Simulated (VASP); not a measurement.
SnSe2, 6 atoms in the cell. The structure is trigonal, space group P-3m1 (No. 164). The conventional cell has a = 3.811 Å, b = 3.811 Å, c = 14.274 Å, α = 90.00°, β = 90.00°, γ = 120.00°. Sn (site symmetry 3m) has 6 Se at 2.68 Å within 3.5 Å. Se (site symmetry 3m) has 3 Sn at 2.68 Å within 3.5 Å. Se (site symmetry 3m) has 3 Sn at 2.68 Å within 3.5 Å.  This cell differs from its parent crystal: the distance across one plane changed.

- Program: VASP 6.6.1
- Task: single point
- Functional: PBE
- Dispersion: D3(BJ)
- Potentials or basis: VASP PAW PBE potentials, release 64 (Sn_d, Se)
- Cutoff: 520 eV
- k mesh: 8 × 8 × 3
- Occupations: gaussian, width 0.05 eV
- Spin: no spin polarisation
- Dipole correction: no
- Further INCAR settings: ALGO = Normal; EDIFF = 1e-06; NBANDS = 35

Potentials or basis: VASP PAW PBE potentials, release 64 (Sn_d, Se).

The run is started by

```console
$ cat potpaw_PBE.64/Sn_d/POTCAR potpaw_PBE.64/Se/POTCAR > POTCAR
$ mpirun -np 1 vasp_std > vasp.out
```

Hardware: 1 thread of Intel Xeon 8259CL (shared host).

**Question.** Estimate the wall time of this run.

**Answer.** Run time: 4.4 min on 1 thread of Intel Xeon 8259CL, with other jobs on the host, peak memory 0.36 GiB. Counts: scf iterations 13, k points 25.
